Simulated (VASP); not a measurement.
# O (C2/m) in VASP: notebook

Aim: see how the results for O move with the level of theory and the settings. Levels: LDA, r2SCAN. Tasks: single point.

Program: VASP 6.6.1. These are calculated values, not measurements. Logs are shortened: lines on timing, memory, paths and dates and some standing lists are left out, and cuts for length are marked.

## 1. The cell of the first run

The structure is monoclinic, space group C2/m (No. 12). Conventional cell: a = 5.815 Å, b = 3.390 Å, c = 4.448 Å, α = 90.00°, β = 123.29°, γ = 90.00°. Within 1.7 Å of O (site symmetry m) lie 1 O at 1.25 Å.

## 2. Single point, LDA

Input file INCAR:

```
SYSTEM = O
ALGO = Normal
EDIFF = 1E-6
ENCUT = 520
GGA = CA
ISIF = 2
ISMEAR = -1
LASPH = .TRUE.
LCHARG = .FALSE.
LREAL = .FALSE.
LWAVE = .FALSE.
NBANDS = 13
NELM = 80
PREC = Accurate
SIGMA = 0.05
```

Input file KPOINTS:

```
k-points
0
G
  10 10 7
  0 0 0
```

Input file POSCAR:

```
O
1.0
    2.9073269111     -1.6950206086      0.0000000000
    2.9073269111      1.6950206086      0.0000000000
   -2.4414541381      0.0000000000      3.7185791300
O
2
Direct
    0.9745461700      0.9745461700      0.8444259800
    0.0254538300      0.0254538300      0.1555740200
```

Potentials or basis: VASP PAW LDA potentials, release 64 (O).

Started as:

```console
$ cat potpaw_LDA.64/O/POTCAR > POTCAR
$ mpirun -np 1 vasp_std > vasp.out
```

OUTCAR:

```text
SYSTEM = O
   EDIFF = 1E-6
   ENCUT = 520
   GGA = CA
   ISIF = 2
   ISMEAR = -1
   LASPH = .TRUE.
   LREAL = .FALSE.
   NELM = 80
   PREC = Accurate

 ion  position               nearest neighbor table
   1  0.975  0.975  0.844-   2 1.25
   2  0.025  0.025  0.156-   1 1.25

  LATTYP: Found a base centered monoclinic cell.
 ALAT       =     5.8146538222
 B/A-ratio  =     0.5830168607
 C/A-ratio  =     0.7650377976
 COS(beta)  =    -0.5488350190

  Lattice vectors:

 A1 = (   2.9073269111,  -1.6950206086,   0.0000000000)
 A2 = (   2.9073269111,   1.6950206086,   0.0000000000)
 A3 = (  -2.4414541381,   0.0000000000,   3.7185791300)

Analysis of symmetry for initial positions (statically):
=====================================================================
 Subroutine PRICEL returns:
 Original cell was already a primitive cell.

 Routine SETGRP: Setting up the symmetry group for a
 base centered monoclinic supercell.

 Subroutine GETGRP returns: Found  4 space group operations
 (whereof  4 operations were pure point group operations)
 out of a pool of  4 trial point group operations.

The static configuration has the point symmetry C_2h.

Analysis of symmetry for dynamics (positions and initial velocities):
=====================================================================
 Subroutine PRICEL returns:
 Original cell was already a primitive cell.

 Routine SETGRP: Setting up the symmetry group for a
 base centered monoclinic supercell.

 Subroutine GETGRP returns: Found  4 space group operations
 (whereof  4 operations were pure point group operations)
 out of a pool of  4 trial point group operations.

The dynamic configuration has the point symmetry C_2h.

 Subroutine INISYM returns: Found  4 space group operations
 (whereof  4 operations are pure point group operations),
 and found     1 'primitive' translations

----------------------------------------------------------------------------------------

                                     Primitive cell

  volume of cell :      36.6502

  direct lattice vectors                    reciprocal lattice vectors
     2.907326911 -1.695020609  0.000000000     0.171979284 -0.294981664  0.112913970
     2.907326911  1.695020609  0.000000000     0.171979284  0.294981664  0.112913970
    -2.441454138  0.000000000  3.718579130     0.000000000  0.000000000  0.268919919

  length of vectors
     3.365359510  3.365359510  4.448429954     0.359639571  0.359639571  0.268919919

  position of ions in fractional coordinates (direct lattice)
     0.974546170  0.974546170  0.844425980
     0.025453830  0.025453830  0.155574020

  ion indices of the primitive-cell ions
   primitive index   ion index
                 1           1
                 2           2

----------------------------------------------------------------------------------------

 KPOINTS: k-points

Automatic generation of k-mesh.
 Grid dimensions read from file:
 generate k-points for:   10   10    7

 Generating k-lattice:

  Cartesian coordinates                     Fractional coordinates (reciprocal lattice)
     0.017197928 -0.029498166  0.011291397     0.100000000 -0.000000000  0.000000000
     0.017197928  0.029498166  0.011291397    -0.000000000  0.100000000  0.000000000
     0.000000000  0.000000000  0.038417131     0.000000000  0.000000000  0.142857143

  Length of vectors
     0.035963957  0.035963957  0.038417131

  Shift w.r.t. Gamma in fractional coordinates (k-lattice)
     0.000000000  0.000000000  0.000000000

 Subroutine IBZKPT returns following result:
 ===========================================

 Found    196 irreducible k-points:

 Following reciprocal coordinates:
            Coordinates               Weight
  0.000000  0.000000  0.000000      1.000000
  0.100000  0.000000 -0.000000      4.000000
  0.200000  0.000000 -0.000000      4.000000
  0.300000  0.000000  0.000000      4.000000
  0.400000  0.000000  0.000000      4.000000
  0.500000  0.000000  0.000000      2.000000
[... 16 lines left out ...]
  0.300000  0.300000  0.000000      2.000000
  0.400000  0.300000  0.000000      4.000000
 [... further k-points ...]
   k-points           NKPTS =    196   k-points in BZ     NKDIM =    196   number of bands    NBANDS=     13
   number of dos      NEDOS =    301   number of ions     NIONS =      2
   total plane-waves  NPLWV =  28224
   dimension x,y,z NGX =    28 NGY =   28 NGZ =   36
   dimension x,y,z NGXF=    56 NGYF=   56 NGZF=   72
   ions per type =               2
   NGX,Y,Z   is equivalent  to a cutoff of  13.83, 13.83, 13.45 a.u.
   NGXF,Y,Z  is equivalent  to a cutoff of  27.66, 27.66, 26.91 a.u.
 SYSTEM =  O
   PREC   = accura    normal or accurate (medium, high low for compatibility)
   ISTART =      0    job   : 0-new  1-cont  2-samecut
   ICHARG =      2    charge: 1-file 2-atom 10-const
   ISPIN  =      1    spin polarized calculation?
   LNONCOLLINEAR =      F non collinear calculations
   LSORBIT =      F    spin-orbit coupling
   LASPH  =      T    aspherical Exc in radial PAW
   ENCUT  =  520.0 eV  38.22 Ry    6.18 a.u.   6.26  6.26  8.27*2*pi/ulx,y,z
   NELM   =     80;   NELMIN=  2; NELMDL= -5     # of ELM steps
   EDIFF  = 0.1E-05   stopping-criterion for ELM
   LREAL  =      F    real-space projection
   EDIFFG = 0.1E-04   stopping-criterion for IOM
   NSW    =      0    number of steps for IOM
   IBRION =     -1    ionic relax: 0-MD 1-quasi-New 2-CG
   NFREE  =      0    steps in history (QN), initial steepest desc. (CG)
   ISIF   =      2    stress and relaxation
   ISYM   =      2    0-nonsym 1-usesym 2-fastsym
   POTIM  = 0.5000    time-step for ionic-motion
   TEBEG  =    0.0;   TEEND  =   0.0 temperature during run
   PSTRESS=    0.0 pullay stress
   NELECT =      12.0000    total number of electrons
   NUPDOWN=      -1.0000    fix difference up-down
   EMIN   =  10.00;   EMAX   =-10.00  energy-range for DOS
[... 5 lines left out ...]
     AMIX     =   0.40;   BMIX     =  1.00
     AMIX_MAG =   1.60;   BMIX_MAG =  1.00
  volume/ion in A,a.u.               =      18.33       123.66
  Fermi-wavevector in a.u.,A,eV,Ry     =   1.128349  2.132270 17.322537  1.273171
  Thomas-Fermi vector in A             =   2.265038
   LORBIT       =      0    0 simple, 1 ext, 2 COOP (PROOUT), +10 PAW based schemes
   GGA     = CA    functional components
   LHFCALC =     F    Hartree Fock is set to
   AEXX    =    0.0000 exact exchange contribution
   IVDW    =     0    specifies the selected vdW correction
   LEPSILON=     F    determine dielectric tensor
   LRPA    =     F    only Hartree local field effects (RPA)
 non-spin polarized calculation
  energy-cutoff  :      520.00
  volume of cell :       36.65
 maximum number of plane-waves:      1005
 NGX is ok and might be reduce to    28
   NGX = 13   NGY = 13   NGZ = 17

 number of electron      12.0000001 magnetization

 Free energy of the ion-electron system (eV)
  ---------------------------------------------------
  ext. energy  EPLUGINS =         0.00000000
  ---------------------------------------------------
  free energy    TOTEN  =        -9.92835738 eV

  energy without entropy =       -9.87137427  energy(sigma->0) =       -9.89986582

 E-fermi :  -2.5379     XC(G=0):  -7.8485

 val. band max:       -2.5385177806   @ k =   0.4000   0.3000   0.0000
 cond. band min:      -2.5351516498   @ k =  -0.1000  -0.3000   0.1429
 fundamental gap:      0.0033661308
 Fermi energy:        -2.5378829808

 k-point     1 :       0.0000    0.0000    0.0000
  band No.  band energies     occupation
      1     -28.1230      2.00000
      2     -15.9223      2.00000
      3     -10.0081      2.00000
      4      -8.4531      2.00000
      5      -8.4191      2.00000
      6      -2.6247      1.70062
      7      -2.3674      0.06398
      8       3.7821      0.00000
      9       7.0605      0.00000
     10      11.1298      0.00000
     11      12.2879      0.00000
     12      14.9857      0.00000
     13      15.9383      0.00000

 k-point     2 :       0.1000    0.0000   -0.0000
  band No.  band energies     occupation
      1     -28.1132      2.00000
      2     -15.9251      2.00000
      3      -9.9894      2.00000
      4      -8.5258      2.00000
      5      -8.4402      2.00000
      6      -2.6112      1.62487
      7      -2.4021      0.12409
      8       3.9907      0.00000
      9       7.0511      0.00000
     10      10.8687      0.00000
     11      12.7069      0.00000
     12      14.1472      0.00000
     13      15.6374      0.00000

 k-point     3 :       0.2000    0.0000   -0.0000
  band No.  band energies     occupation
      1     -28.0880      2.00000
      2     -15.9328      2.00000
      3      -9.9347      2.00000
      4      -8.7346      2.00000
      5      -8.4778      2.00000
      6      -2.5983      1.53992
      7      -2.4707      0.41387
      8       4.5727      0.00000
      9       7.0255      0.00000
     10      10.6072      0.00000
     11      12.1904      0.00000
     12      14.0278      0.00000
     13      14.6153      0.00000

 k-point     4 :       0.3000    0.0000    0.0000
  band No.  band energies     occupation
      1     -28.0568      2.00000
      2     -15.9416      2.00000
      3      -9.8440      2.00000
      4      -9.0096      2.00000
      5      -8.5217      2.00000
      6      -2.6690      1.86469
      7      -2.4673      0.39174
      8       5.4080      0.00000
      9       7.0074      0.00000
     10      10.3073      0.00000
     11      11.0716      0.00000
     12      13.4880      0.00000
     13      14.8909      0.00000

 k-point     5 :       0.4000    0.0000    0.0000
  band No.  band energies     occupation
      1     -28.0311      2.00000
      2     -15.9482      2.00000
      3      -9.7118      2.00000
      4      -9.2859      2.00000
      5      -8.5567      2.00000
      6      -2.7559      1.97480
      7      -2.4324      0.21619
      8       6.2745      0.00000
      9       7.1028      0.00000
     10       9.1269      0.00000
     11      11.2774      0.00000
     12      12.6290      0.00000
     13      15.4277      0.00000

 k-point     6 :       0.5000    0.0000    0.0000
  band No.  band energies     occupation
      1     -28.0214      2.00000
      2     -15.9508      2.00000
      3      -9.5506      2.00000
      4      -9.5012      2.00000
      5      -8.5701      2.00000
      6      -2.7903      1.98725
      7      -2.4172      0.16424
      8       6.6050      0.00000
      9       7.5477      0.00000
     10       8.2308      0.00000
     11      11.7642      0.00000
     12      12.0267      0.00000
     13      15.5592      0.00000

 k-point     7 :       0.1000    0.1000    0.0000
  band No.  band energies     occupation
      1     -28.1110      2.00000
      2     -15.9427      2.00000
      3      -9.9802      2.00000
      4      -8.4859      2.00000
      5      -8.4844      2.00000
      6      -2.6037      1.57718
      7      -2.3521      0.04753
      8       4.0350      0.00000
      9       7.0447      0.00000
     10      10.1680      0.00000
     11      13.5283      0.00000
     12      14.4829      0.00000
     13      14.8672      0.00000
[... 193 lines left out ...]
 k-point    20 :      -0.4000    0.2000    0.0000
  band No.  band energies     occupation
      1     -28.0101      2.00000
      2     -15.9815      2.00000
      3      -9.5615      2.00000
      4      -9.3088      2.00000
      5      -8.7979      2.00000
      6      -2.6970      1.92030
      7      -2.4693      0.40488
      8       6.6737      0.00000
      9       7.3762      0.00000
     10       8.9693      0.00000
     11      10.3229      0.00000
     12      13.0574      0.00000
     13      14.2438      0.00000

 k-point    21 :      -0.3000    0.2000   -0.0000
  band No.  band energies     occupation
      1     -28.0219      2.00000
      2     -15.9493      2.00000
      3      -9.7180      2.00000
      4      -9.1040      2.00000
      5      -8.7981      2.00000
      6      -2.7355      1.96234
      7      -2.5034      0.66864
      8       6.4721      0.00000
      9       6.8748      0.00000
     10       9.7149      0.00000
     11      10.9614      0.00000
     12      13.2654      0.00000
     13      13.8240      0.00000

 k-point    22 :      -0.2000    0.2000    0.0000
  band No.  band energies     occupation
      1     -28.0448      2.00000
      2     -15.9251      2.00000
      3      -9.8315      2.00000
      4      -8.9446      2.00000
      5      -8.7044      2.00000
      6      -2.7114      1.93962
      7      -2.5324      0.94552
      8       5.6761      0.00000
      9       6.9347      0.00000
     10      10.4498      0.00000
     11      11.8420      0.00000
     12      12.9424      0.00000
     13      13.6707      0.00000

 k-point    23 :       0.3000    0.3000    0.0000
  band No.  band energies     occupation
      1     -28.0425      2.00000
      2     -16.0550      2.00000
      3      -9.7771      2.00000
      4      -8.8862      2.00000
      5      -8.6648      2.00000
      6      -2.5389      1.00977
      7      -2.2593      0.00759
      8       5.6314      0.00000
      9       7.0085      0.00000
     10       8.6453      0.00000
     11      11.2307      0.00000
     12      12.8183      0.00000
     13      14.8305      0.00000

 k-point    24 :       0.4000    0.3000    0.0000
  band No.  band energies     occupation
      1     -28.0233      2.00000
      2     -16.0714      2.00000
      3      -9.6792      2.00000
      4      -9.0350      2.00000
      5      -8.7325      2.00000
      6      -2.5385      1.00635
      7      -2.2763      0.01063
      8       6.1084      0.00000
      9       7.1480      0.00000
     10       8.6706      0.00000
     11      10.3370      0.00000
     12      12.3164      0.00000
     13      14.7715      0.00000

 [... further k-points ...]
[... 5 lines left out ...]
  --------------------------------------------------------------------------------------
  -------------------------------------------------------------------------------------
  Total       -0.7735994     -1.1183933     -2.6984953      0.0000000      0.0000000      0.8537965
  in kB      -33.8182278    -48.8910384   -117.9658702      0.0000000      0.0000000     37.3240788
  external PRESSURE =     -66.8917122 kB  Pullay stress =       0.0000000 kB

 VOLUME and BASIS-vectors are now :
 -----------------------------------------------------------------------------
  energy-cutoff  :      520.00
  volume of cell :       36.65
      direct lattice vectors                 reciprocal lattice vectors
     2.907326911 -1.695020609  0.000000000     0.171979284 -0.294981664  0.112913970
     2.907326911  1.695020609  0.000000000     0.171979284  0.294981664  0.112913970
    -2.441454138  0.000000000  3.718579130     0.000000000  0.000000000  0.268919919

 POSITION                                       TOTAL-FORCE (eV/Angst)
 -----------------------------------------------------------------------------------
      3.60502      0.00000      3.14006        -0.745180      0.000000      1.513443
     -0.23182      0.00000      0.57851         0.745180      0.000000     -1.513443
 -----------------------------------------------------------------------------------
    total drift:                                0.000000      0.000000      0.000000

  FREE ENERGIE OF THE ION-ELECTRON SYSTEM (eV)
  ---------------------------------------------------
  free  energy   TOTEN  =        -9.9283573812 eV

  energy  without entropy=       -9.8713742658  energy(sigma->0) =       -9.89986582
```

It took 1.7 min on 1 thread of Intel Xeon Platinum 8488C (Sapphire Rapids), shared host; peak memory 0.18 GiB.

Results:

```yaml
Free_energy: -9.9284 eV
Pressure: -6.7 GPa
Largest_force: 1.687 eV/Å
Band_gap_on_the_k_mesh: zero (band 6 reaches -2.42 eV, above the bottom of band 7 at -2.67 eV)
```

Forces on the atoms (eV/Å):
```
O   -0.745  0.000  1.513
O    0.745  0.000 -1.513
```

Caveat: the standard files for N, O and F lose accuracy on very short bonds; spin is off for a triplet molecule; forces of over 1 eV/Å act on the atoms, so gaps and moduli don't describe the material at rest.

(Part 1 of 3 ends here.)
